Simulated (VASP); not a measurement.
Runs of VASP 6.6.1 on BeS. The structure is that of space group F-43m (No. 216), or close to it. The cells are those of the table. 

| cell | gap on the mesh (eV) | pressure (GPa) |
| --- | --- | --- |
| a = 3.395 Å, angles 60.0°, 2 atoms | 2.86 | 2.5 |
| a = 3.359 Å, angles 60.0°, 2 atoms | (a) | 6.0 |
| a = 3.497 Å, angles 60.0°, 2 atoms | 3.05 | -5.5 |
| a = 3.463 Å, angles 60.0°, 2 atoms | 2.99 | -3.2 |
| a = 3.429 Å, angles 60.0°, 2 atoms | (c) | (b) |

Alike in all rows: task single point; level PBEsol; potentials or basis VASP PAW PBE potentials, release 64 (Be, S); no spin polarisation; k mesh 8 × 8 × 8; cutoff (eV) 520; smearing gaussian 0.01 eV.

Task: Estimate the missing entries.

Result: (a) 2.78; (b) -0.6; (c) 2.93.

Caveats: the PAW data sets were made with another functional, which shifts forces and pressure a little.

A k mesh can miss the band edges.
